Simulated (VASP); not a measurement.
Input of a VASP 6.6.1 run:

Contents of POSCAR:

```
MgO
1.0
    2.8848324248      0.0000000000      0.0000000000
   -1.4424157215      2.4983383395      0.0000000000
    0.0000000000      0.0000000000      2.6311683109
Mg O
1 1
Direct
    0.0000000000      0.0000000000      0.0000000000
    0.3333333333      0.6666666667      0.5000000000
```

The input INCAR.step1:

```
SYSTEM = MgO
ALGO = Normal ; EDIFF = 1E-4
ENCUT = 520 ; GGA = PE
ISMEAR = 0 ; LASPH = .TRUE.
LCHARG = .FALSE. ; LREAL = .FALSE.
LWAVE = .TRUE. ; NBANDS = 11
NELM = 60 ; PREC = Accurate
SIGMA = 0.01
```

The input INCAR.step2:

```
SYSTEM = MgO
ALGO = Normal ; EDIFF = 1E-6
ENCUT = 520 ; ISIF = 2
ISMEAR = 0 ; ISTART = 1
LASPH = .TRUE. ; LCHARG = .FALSE.
LMIXTAU = .TRUE. ; LREAL = .FALSE.
LWAVE = .FALSE. ; METAGGA = R2SCAN
NBANDS = 11 ; NELM = 60
PREC = Accurate ; SIGMA = 0.01
```

The input KPOINTS:

```
k-points
0
G
  12 12 8
  0 0 0
```

Potentials or basis: VASP PAW PBE potentials, release 64 (Mg, O).

Run with:

```sh
$ cat potpaw_PBE.64/Mg/POTCAR potpaw_PBE.64/O/POTCAR > POTCAR
$ cp INCAR.step1 INCAR
$ mpirun -np 1 vasp_std > vasp.out
$ cp INCAR.step2 INCAR
$ mpirun -np 1 vasp_std > vasp.out
```

**Question.** Predict the band gap on the k mesh.

**Answer.** 4.20 eV, indirect (least direct gap 4.62 eV).

**Question.** Estimate the pressure.

**Answer.** 1.9 GPa.

Stress tensor (GPa, compression positive):
```
1.57 0.00 0.00
0.00 1.57 0.00
0.00 0.00 2.55
```

Caveat: the PAW data sets were made with another functional, which shifts forces and pressure a little. A k mesh can miss the band edges.
